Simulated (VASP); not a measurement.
# SnO2 (Pnnm) in VASP: notebook, part 2 of 2

VASP 6.6.1. Earlier steps stand in the parts before.

### 4 Single point, LDA

This run uses another cell than the first one, of 11.96 Å³/atom.

INCAR reads:

```
  PREC = Accurate
  ENCUT = 520
  EDIFF = 1E-6
  ISMEAR = 0
  SIGMA = 0.01
  LREAL = False
  LASPH = True
  NELM = 100
  ALGO = Normal
  ISIF = 2
  LWAVE = False
  LCHARG = True
  GGA = CA
  LELF = True
  LVHAR = True
  NBANDS = 35
```

KPOINTS reads:

```
regular mesh
0
Gamma
  4 4 6
```

POSCAR reads:

```
SnO2
1.0
    4.7068357093      0.0000000000      0.0000000000
    0.0000000000      4.7840816214      0.0000000000
    0.0000000000      0.0000000000      3.1859569116
Sn O
2 4
Direct
    0.5000000000      0.5000000000      0.5000000000
    0.0000000000      0.0000000000      0.0000000000
    0.2918550000      0.3210420000      0.0000000000
    0.7918550000      0.1789580000      0.5000000000
    0.2081450000      0.8210420000      0.5000000000
    0.7081450000      0.6789580000      0.0000000000
```

Potentials or basis: VASP PAW LDA potentials, release 64 (Sn_d, O).

Launch:

```console
$ cat potpaw_LDA.64/Sn_d/POTCAR potpaw_LDA.64/O/POTCAR > POTCAR
$ mpirun -np 1 vasp_std > vasp.out
```

OUTCAR:

```text
PREC = Accurate
   ENCUT = 520
   EDIFF = 1E-6
   ISMEAR = 0
   LREAL = False
   LASPH = True
   NELM = 100
   ISIF = 2
   GGA = CA

 ion  position               nearest neighbor table
   1  0.500  0.500  0.500-   3 2.06   6 2.06   3 2.06   6 2.06   5 2.06   4 2.06   2 3.71   2 3.71
                             2 3.71   2 3.71   2 3.71   2 3.71   2 3.71   2 3.71
   2  0.000  0.000  0.000-   4 2.06   5 2.06   4 2.06   5 2.06   3 2.06   6 2.06   1 3.71   1 3.71
                             1 3.71   1 3.71   1 3.71   1 3.71   1 3.71   1 3.71
   3  0.292  0.321  0.000-   1 2.06   1 2.06   2 2.06
   4  0.792  0.179  0.500-   2 2.06   2 2.06   1 2.06
   5  0.208  0.821  0.500-   2 2.06   2 2.06   1 2.06
[... 1125 lines left out ...]
  Total       -0.5281384     -0.6827908      0.0494163     -0.0000000      0.0000000      0.0000000
  in kB      -11.7948070    -15.2486269      1.1036046     -0.0000000      0.0000000      0.0000000
  external PRESSURE =      -8.6466098 kB  Pullay stress =       0.0000000 kB

 VOLUME and BASIS-vectors are now :
 -----------------------------------------------------------------------------
  energy-cutoff  :      520.00
  volume of cell :       71.74
      direct lattice vectors                 reciprocal lattice vectors
     4.706835709  0.000000000  0.000000000     0.212456959  0.000000000  0.000000000
     0.000000000  4.784081621  0.000000000     0.000000000  0.209026534  0.000000000
     0.000000000  0.000000000  3.185956912     0.000000000  0.000000000  0.313877440

 POSITION                                       TOTAL-FORCE (eV/Angst)
 -----------------------------------------------------------------------------------
      2.35342      2.39204      1.59298         0.000000      0.000000      0.000000
      0.00000      0.00000      0.00000         0.000000      0.000000      0.000000
      1.37371      1.53589      0.00000        -0.014623     -0.100424     -0.000000
      3.72713      0.85615      1.59298        -0.014623      0.100424     -0.000000
      0.97970      3.92793      1.59298         0.014623     -0.100424      0.000000
      3.33312      3.24819      0.00000         0.014623      0.100424      0.000000
 -----------------------------------------------------------------------------------
    total drift:                                0.000000      0.000000      0.000000

  FREE ENERGIE OF THE ION-ELECTRON SYSTEM (eV)
  ---------------------------------------------------
  free  energy   TOTEN  =       -42.2667571697 eV

  energy  without entropy=      -42.2667571697  energy(sigma->0) =      -42.26675717
```

OSZICAR:

```text
N       E                     dE             d eps       ncg     rms          rms(c)
DAV:   1     0.632377976852E+03    0.63238E+03   -0.25489E+04  2775   0.233E+03
DAV:   2     0.525437494500E+02   -0.57983E+03   -0.54754E+03  2720   0.613E+02
DAV:   3    -0.433644145791E+02   -0.95908E+02   -0.94387E+02  2751   0.208E+02
DAV:   4    -0.482773455632E+02   -0.49129E+01   -0.48783E+01  3227   0.508E+01
DAV:   5    -0.484064200701E+02   -0.12907E+00   -0.12890E+00  3181   0.869E+00    0.157E+01
DAV:   6    -0.423381733795E+02    0.60682E+01   -0.16895E+01  3989   0.640E+01    0.638E+00
DAV:   7    -0.423611311558E+02   -0.22958E-01   -0.19418E+00  2858   0.784E+00    0.318E+00
DAV:   8    -0.422813220894E+02    0.79809E-01   -0.21396E-01  3884   0.412E+00    0.726E-01
DAV:   9    -0.422666264581E+02    0.14696E-01   -0.32243E-02  4183   0.295E+00    0.127E-01
DAV:  10    -0.422667484105E+02   -0.12195E-03   -0.33654E-03  3512   0.488E-01    0.499E-02
DAV:  11    -0.422667566735E+02   -0.82630E-05   -0.14191E-04  4041   0.142E-01    0.204E-02
DAV:  12    -0.422667595960E+02   -0.29225E-05   -0.15213E-05  3004   0.257E-02    0.133E-02
DAV:  13    -0.422667570991E+02    0.24970E-05   -0.86082E-06  3154   0.398E-02    0.134E-03
DAV:  14    -0.422667571697E+02   -0.70593E-07   -0.77838E-07  1619   0.733E-03
   1 F= -.42266757E+02 E0= -.42266757E+02  d E =-.212831E-27
```

It took 1.8 min on 1 thread of Intel Xeon 8259CL, shared host; peak memory 0.2 GiB.

What came out:

```
Free energy            : -42.2668 eV
Pressure               : -0.9 GPa
Largest force          : 0.101 eV/Å
Band gap on the k mesh : 1.21 eV
```

Forces in eV/Å, atoms in the order of the input:
```
Sn   0.000  0.000  0.000
Sn   0.000  0.000  0.000
O   -0.015 -0.100  0.000
O   -0.015  0.100  0.000
O    0.015 -0.100  0.000
O    0.015  0.100  0.000
```

Levels at points of the mesh, in eV from the valence-band top:
| k point | band 23 | band 24 | band 25 | band 26 | band 27 | band 28 | band 29 | band 30 |
| --- | --- | --- | --- | --- | --- | --- | --- | --- |
| (0.00, 0.00, 0.00) | -1.16 | -0.71 | -0.70 | 0.00 | 1.21 | 5.97 | 6.09 | 6.25 |
| (0.50, 0.00, 0.00) | -1.15 | -1.15 | -0.50 | -0.50 | 4.23 | 4.23 | 6.65 | 6.65 |
| (0.00, 0.50, 0.00) | -1.13 | -1.13 | -0.62 | -0.62 | 4.40 | 4.40 | 7.14 | 7.14 |
| (0.50, 0.50, 0.00) | -1.27 | -1.27 | -0.81 | -0.81 | 4.72 | 4.72 | 7.32 | 7.32 |
| (0.00, 0.00, 0.50) | -1.63 | -1.63 | -1.15 | -1.15 | 6.03 | 6.03 | 9.52 | 9.52 |
| (0.50, 0.00, 0.50) | -0.94 | -0.94 | -0.72 | -0.72 | 6.35 | 6.35 | 7.96 | 7.96 |
| (0.00, 0.50, 0.50) | -1.17 | -1.17 | -0.61 | -0.61 | 6.25 | 6.25 | 7.74 | 7.74 |
| (0.50, 0.50, 0.50) | -0.93 | -0.93 | -0.75 | -0.75 | 4.73 | 4.73 | 8.65 | 8.65 |

Caveat: spin-orbit coupling is left out, which moves the levels of the heavy elements.

### 5 Single point, LDA

This run uses another cell than the first one, of 12.27 Å³/atom.

INCAR reads:

```
SYSTEM = SnO2
ALGO = Normal ; EDIFF = 1E-6
ENCUT = 520 ; ISIF = 2
ISMEAR = 0 ; LASPH = .TRUE.
LCHARG = .FALSE. ; LREAL = .FALSE.
LWAVE = .FALSE. ; NBANDS = 35
NELM = 80 ; PREC = Accurate
SIGMA = 0.01
```

KPOINTS reads:

```
k-points
0
G
  4 4 6
  0 0 0
```

POSCAR: that of step 4 with these lines changed.

```diff
@@ -2,5 +2,5 @@
 1.0
-    4.7068357093      0.0000000000      0.0000000000
-    0.0000000000      4.7840816214      0.0000000000
-    0.0000000000      0.0000000000      3.1859569116
+    4.7477667699      0.0000000000      0.0000000000
+    0.0000000000      4.8256844194      0.0000000000
+    0.0000000000      0.0000000000      3.2136622754
 Sn O
```

Potentials or basis: VASP PAW LDA potentials, release 64 (Sn_d, O).

Launch:

```console
$ cat potpaw_LDA.64/Sn_d/POTCAR potpaw_LDA.64/O/POTCAR > POTCAR
$ mpirun -np 1 vasp_std > vasp.out
```

OUTCAR:

```text
SYSTEM = SnO2
   EDIFF = 1E-6
   ENCUT = 520
   ISIF = 2
   ISMEAR = 0
   LASPH = .TRUE.
   LREAL = .FALSE.
   NELM = 80
   PREC = Accurate

 ion  position               nearest neighbor table
   1  0.500  0.500  0.500-   3 2.07   6 2.07   3 2.07   6 2.07   5 2.08   4 2.08   2 3.75   2 3.75
                             2 3.75   2 3.75   2 3.75   2 3.75   2 3.75   2 3.75
   2  0.000  0.000  0.000-   4 2.07   5 2.07   4 2.07   5 2.07   3 2.08   6 2.08   1 3.75   1 3.75
                             1 3.75   1 3.75   1 3.75   1 3.75   1 3.75   1 3.75
   3  0.292  0.321  0.000-   1 2.07   1 2.07   2 2.08
   4  0.792  0.179  0.500-   2 2.07   2 2.07   1 2.08
   5  0.208  0.821  0.500-   2 2.07   2 2.07   1 2.08
   6  0.708  0.679  0.000-   1 2.07   1 2.07   2 2.08

  LATTYP: Found a simple orthorhombic cell.
 ALAT       =     3.2136622754
 B/A-ratio  =     1.4773695439
 C/A-ratio  =     1.5016152930

  Lattice vectors:

 A1 = (   0.0000000000,   0.0000000000,   3.2136622754)
 A2 = (   4.7477667699,   0.0000000000,   0.0000000000)
 A3 = (   0.0000000000,   4.8256844194,   0.0000000000)

Analysis of symmetry for initial positions (statically):
=====================================================================
 Subroutine PRICEL returns:
 Original cell was already a primitive cell.

 Routine SETGRP: Setting up the symmetry group for a
 simple orthorhombic supercell.

 Subroutine GETGRP returns: Found  8 space group operations
 (whereof  4 operations were pure point group operations)
 out of a pool of  8 trial point group operations.

The static configuration has the point symmetry C_2h.
 The point group associated with its full space group is D_2h.

Analysis of symmetry for dynamics (positions and initial velocities):
=====================================================================
 Subroutine PRICEL returns:
 Original cell was already a primitive cell.

 Routine SETGRP: Setting up the symmetry group for a
 simple orthorhombic supercell.

 Subroutine GETGRP returns: Found  8 space group operations
 (whereof  4 operations were pure point group operations)
 out of a pool of  8 trial point group operations.

The dynamic configuration has the point symmetry C_2h.
 The point group associated with its full space group is D_2h.

 Subroutine INISYM returns: Found  8 space group operations
 (whereof  4 operations are pure point group operations),
 and found     1 'primitive' translations

----------------------------------------------------------------------------------------

                                     Primitive cell

  volume of cell :      73.6289

  direct lattice vectors                    reciprocal lattice vectors
     4.747766770  0.000000000  0.000000000     0.210625342  0.000000000  0.000000000
     0.000000000  4.825684419  0.000000000     0.000000000  0.207224492  0.000000000
     0.000000000  0.000000000  3.213662275     0.000000000  0.000000000  0.311171466

  length of vectors
     4.747766770  4.825684419  3.213662275     0.210625342  0.207224492  0.311171466

  position of ions in fractional coordinates (direct lattice)
     0.500000000  0.500000000  0.500000000
     0.000000000  0.000000000  0.000000000
     0.291855000  0.321042000  0.000000000
     0.791855000  0.178958000  0.500000000
     0.208145000  0.821042000  0.500000000
[... 42 lines left out ...]
  0.000000  0.250000  0.000000      2.000000
  0.250000  0.250000  0.000000      4.000000
  0.500000  0.250000  0.000000      2.000000
[... 16 lines left out ...]
  0.250000  0.250000  0.333333      8.000000
  0.500000  0.250000  0.333333      4.000000
 [... further k-points ...]
   k-points           NKPTS =     36   k-points in BZ     NKDIM =     36   number of bands    NBANDS=     35
   number of dos      NEDOS =    301   number of ions     NIONS =      6
   total plane-waves  NPLWV =  31104
   dimension x,y,z NGX =    36 NGY =   36 NGZ =   24
   dimension x,y,z NGXF=    72 NGYF=   72 NGZF=   48
   ions per type =               2   4
   NGX,Y,Z   is equivalent  to a cutoff of  12.61, 12.40, 12.42 a.u.
   NGXF,Y,Z  is equivalent  to a cutoff of  25.21, 24.80, 24.83 a.u.
 SYSTEM =  SnO2
   PREC   = accura    normal or accurate (medium, high low for compatibility)
   ISTART =      0    job   : 0-new  1-cont  2-samecut
   ICHARG =      2    charge: 1-file 2-atom 10-const
   ISPIN  =      1    spin polarized calculation?
   LNONCOLLINEAR =      F non collinear calculations
   LSORBIT =      F    spin-orbit coupling
   LASPH  =      T    aspherical Exc in radial PAW
   ENCUT  =  520.0 eV  38.22 Ry    6.18 a.u.   8.83  8.97  5.98*2*pi/ulx,y,z
   NELM   =     80;   NELMIN=  2; NELMDL= -5     # of ELM steps
   EDIFF  = 0.1E-05   stopping-criterion for ELM
   LREAL  =      F    real-space projection
   EDIFFG = 0.1E-04   stopping-criterion for IOM
   NSW    =      0    number of steps for IOM
   IBRION =     -1    ionic relax: 0-MD 1-quasi-New 2-CG
   NFREE  =      0    steps in history (QN), initial steepest desc. (CG)
   ISIF   =      2    stress and relaxation
   ISYM   =      2    0-nonsym 1-usesym 2-fastsym
   POTIM  = 0.5000    time-step for ionic-motion
   TEBEG  =    0.0;   TEEND  =   0.0 temperature during run
   PSTRESS=    0.0 pullay stress
   NELECT =      52.0000    total number of electrons
   NUPDOWN=      -1.0000    fix difference up-down
   EMIN   =  10.00;   EMAX   =-10.00  energy-range for DOS
   EFERMI =   0.00;   METHOD = LEGACY
   ISMEAR =     0;   SIGMA  =   0.01  broadening in eV -4-tet -1-fermi 0-gaus
   EFERMI_NEDOS =   21; number of points for ismear=-14 and -15
   IALGO  =     38    algorithm
   IMIX   =      4    mixing-type and parameters
     AMIX     =   0.40;   BMIX     =  1.00
     AMIX_MAG =   1.60;   BMIX_MAG =  1.00
  volume/ion in A,a.u.               =      12.27        82.81
  Fermi-wavevector in a.u.,A,eV,Ry     =   1.457896  2.755023 28.918635  2.125460
  Thomas-Fermi vector in A             =   2.574644
   LORBIT       =      0    0 simple, 1 ext, 2 COOP (PROOUT), +10 PAW based schemes
   GGA     = CA    functional components
   LHFCALC =     F    Hartree Fock is set to
   AEXX    =    0.0000 exact exchange contribution
   IVDW    =     0    specifies the selected vdW correction
   LEPSILON=     F    determine dielectric tensor
   LRPA    =     F    only Hartree local field effects (RPA)
 non-spin polarized calculation
 Gauss-broadening in eV      SIGMA  =   0.01
  energy-cutoff  :      520.00
  volume of cell :       73.63
 maximum number of plane-waves:      2008
 NGX is ok and might be reduce to    36
   NGX = 17   NGY = 17   NGZ = 11

 number of electron      52.0000009 magnetization

 Free energy of the ion-electron system (eV)
  ---------------------------------------------------
  ext. energy  EPLUGINS =         0.00000000
  ---------------------------------------------------
  free energy    TOTEN  =       -42.22821488 eV

  energy without entropy =      -42.22821488  energy(sigma->0) =      -42.22821488

 E-fermi :   5.5635     XC(G=0): -11.6536

 val. band max:        5.4402024812   @ k =   0.0000   0.0000   0.0000
 cond. band min:       6.3820816676   @ k =   0.0000   0.0000   0.0000
 fundamental gap:      0.9418791865
 Fermi energy:         5.5635270368

 k-point     1 :       0.0000    0.0000    0.0000
  band No.  band energies     occupation
      1     -15.4267      2.00000
      2     -14.7432      2.00000
      3     -14.5073      2.00000
      4     -14.4896      2.00000
      5     -14.4855      2.00000
      6     -14.3997      2.00000
[... 901 lines left out ...]
     34      16.5999      0.00000
     35      17.9287      0.00000

 [... further k-points ...]

------------------------ aborting loop because EDIFF is reached ----------------------------------------

  FORCE on cell =-STRESS in cart. coord.  units (eV):
  Direction    XX          YY          ZZ          XY          YZ          ZX
  --------------------------------------------------------------------------------------
  -------------------------------------------------------------------------------------
  Total       -2.6647643     -2.8074679     -2.8035259     -0.0000000      0.0000000      0.0000000
  in kB      -57.9856943    -61.0909465    -61.0051678     -0.0000000      0.0000000      0.0000000
  external PRESSURE =     -60.0272695 kB  Pullay stress =       0.0000000 kB

 VOLUME and BASIS-vectors are now :
 -----------------------------------------------------------------------------
  energy-cutoff  :      520.00
  volume of cell :       73.63
      direct lattice vectors                 reciprocal lattice vectors
     4.747766770  0.000000000  0.000000000     0.210625342  0.000000000  0.000000000
     0.000000000  4.825684419  0.000000000     0.000000000  0.207224492  0.000000000
     0.000000000  0.000000000  3.213662275     0.000000000  0.000000000  0.311171466

 POSITION                                       TOTAL-FORCE (eV/Angst)
 -----------------------------------------------------------------------------------
      2.37388      2.41284      1.60683         0.000000      0.000000      0.000000
      0.00000      0.00000      0.00000         0.000000      0.000000      0.000000
      1.38566      1.54925      0.00000         0.072985     -0.050000      0.000000
      3.75954      0.86359      1.60683         0.072985      0.050000      0.000000
      0.98822      3.96209      1.60683        -0.072985     -0.050000      0.000000
      3.36211      3.27644      0.00000        -0.072985      0.050000     -0.000000
 -----------------------------------------------------------------------------------
    total drift:                                0.000000      0.000000      0.000000

  FREE ENERGIE OF THE ION-ELECTRON SYSTEM (eV)
  ---------------------------------------------------
  free  energy   TOTEN  =       -42.2282148780 eV

  energy  without entropy=      -42.2282148780  energy(sigma->0) =      -42.22821488
```

Run time: 1.8 min. Hardware: 1 thread of Intel Xeon 8259CL, shared host; peak memory 0.2 GiB.

What came out:

```
Free energy            : -42.2282 eV
Pressure               : -6.0 GPa
Largest force          : 0.088 eV/Å
Band gap on the k mesh : 0.94 eV
```

Forces on the atoms (eV/Å):
```
Sn   0.000  0.000  0.000
Sn   0.000  0.000  0.000
O    0.073 -0.050  0.000
O    0.073  0.050  0.000
O   -0.073 -0.050  0.000
O   -0.073  0.050  0.000
```

Stress tensor (GPa, compression positive):
```
-5.80  0.00  0.00
 0.00 -6.11  0.00
 0.00  0.00 -6.10
```

Caveat: the cell stands under tension; spin-orbit coupling is left out, which moves the levels of the heavy elements.

### 6 Summary

| cell | gap on the mesh (eV) | pressure (GPa) | largest force (eV/Å) |
| --- | --- | --- | --- |
| a = 4.623, b = 4.699, c = 3.129 Å, 6 atoms | 1.84 | 12.1 | 0.31 |
| a = 4.665, b = 4.742, c = 3.158 Å, 6 atoms | 1.51 | 5.1 | 0.19 |
| a = 4.707, b = 4.784, c = 3.186 Å, 6 atoms | 1.21 | -0.9 | 0.10 |
| a = 4.748, b = 4.826, c = 3.214 Å, 6 atoms | 0.94 | -6.0 | 0.09 |

Alike in all rows: task single point; level LDA; potentials or basis VASP PAW LDA potentials, release 64 (Sn_d, O); no spin polarisation; k mesh 4 × 4 × 6; cutoff (eV) 520; smearing gaussian 0.01 eV.

Caveats: spin-orbit coupling is left out, which moves the levels of the heavy elements; the cell stands under pressure (at least some runs); the cell stands under tension (at least some runs).

Absolute energies hang on the potentials; compare differences alone.
